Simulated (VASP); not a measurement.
A run of VASP 6.6.1 is set up as follows.

Contents of INCAR:

```
ALGO     = Normal         # electronic algorithm
EDIFF    = 1E-7           # SCF threshold, eV
ENCUT    = 520            # plane-wave cutoff, eV
GGA      = PS             # functional
ISIF     = 2              # what is computed and relaxed
ISMEAR   = -1             # smearing method
LASPH    = T              # aspherical terms in the spheres
LCHARG   = F              # write CHGCAR
LREAL    = F              # projectors in reciprocal space
LWAVE    = F              # write WAVECAR
NBANDS   = 10             # bands
NELM     = 100            # most SCF steps
PREC     = Accurate       # precision mode
SIGMA    = 0.05           # smearing width, eV
```

The input KPOINTS:

```
k-points
0
Gamma
  7 7 7
```

File POSCAR:

```
K
1.0
   -2.7504652529      2.7504652529      2.7504652529
    2.7504652529     -2.7504652529      2.7504652529
    2.7504652529      2.7504652529     -2.7504652529
K
1
Direct
    0.0000000000      0.0000000000      0.0000000000
```

Potentials or basis: VASP PAW PBE potentials, release 64 (K_sv).

Launch:

```bash
$ cat potpaw_PBE.64/K_sv/POTCAR > POTCAR
$ mpirun -np 1 vasp_std > vasp.out
```

Question: Predict the pressure.

Answer: -0.5 GPa.

Caveat: the PAW data sets were made with another functional, which shifts forces and pressure a little.
